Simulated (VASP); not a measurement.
Write the native input for VASP 6.6.1 that does the following.

```yaml
Task: single point
Functional: PBE
Potentials_or_basis: VASP PAW PBE potentials, release 64 (Al, Cu)
Cutoff: 520 eV
k_mesh: 14 × 14 × 14
Occupations: gaussian, width 0.15 eV
Spin: no spin polarisation
Dipole_correction: no
Further_INCAR_settings: ALGO = Fast; EDIFF = 1e-07; NBANDS = 16
```

The structure of Al2Cu lies in POSCAR:

```
Al2Cu
1.0
   -2.0446004822      2.0446004822      2.8914013846
    2.0446004822     -2.0446004822      2.8914013846
    2.0446004822      2.0446004822     -2.8914013846
Al Cu
2 1
Direct
    0.7500000000      0.2112658022      0.4612658022
    0.2500000000      0.7112658022      0.4612658022
    0.5000000000      0.5328929672      0.0328929672
```

This cell differs from its parent crystal: atoms displaced along several vibrational modes.

These files were run (other wordings do the same):

INCAR

```
PREC     = Accurate       # precision mode
ENCUT    = 520            # plane-wave cutoff, eV
EDIFF    = 1E-7           # SCF threshold, eV
ISMEAR   = 0              # smearing method
SIGMA    = 0.15           # smearing width, eV
LREAL    = F              # projectors in reciprocal space
LASPH    = T              # aspherical terms in the spheres
NELM     = 80             # most SCF steps
ALGO     = Fast           # electronic algorithm
ISIF     = 2              # what is computed and relaxed
LWAVE    = F              # write WAVECAR
LCHARG   = F              # write CHGCAR
GGA      = PE             # functional
NBANDS   = 16             # bands
```

KPOINTS

```
regular mesh
0
Gamma
  14 14 14
```

Potentials or basis: VASP PAW PBE potentials, release 64 (Al, Cu).

Run with:

```bash
$ cat potpaw_PBE.64/Al/POTCAR potpaw_PBE.64/Cu/POTCAR > POTCAR
$ mpirun -np 1 vasp_std > vasp.out
```

It gave:

```json
{"Pressure": "3.2 GPa", "Largest force": "2.288 eV/Å", "Band gap on the k mesh": "zero (an odd number of electrons rules out a gap without spin polarisation)"}
```

Caveat: the cell differs from its parent crystal (atoms displaced along several vibrational modes); the stress differs along the axes, from -0 to 6 GPa; forces of over 1 eV/Å act on the atoms, so gaps and moduli don't describe the material at rest.

It took 15 min on 1 thread of Intel Xeon 8259CL, on a shared host, peak memory 0.43 GiB.
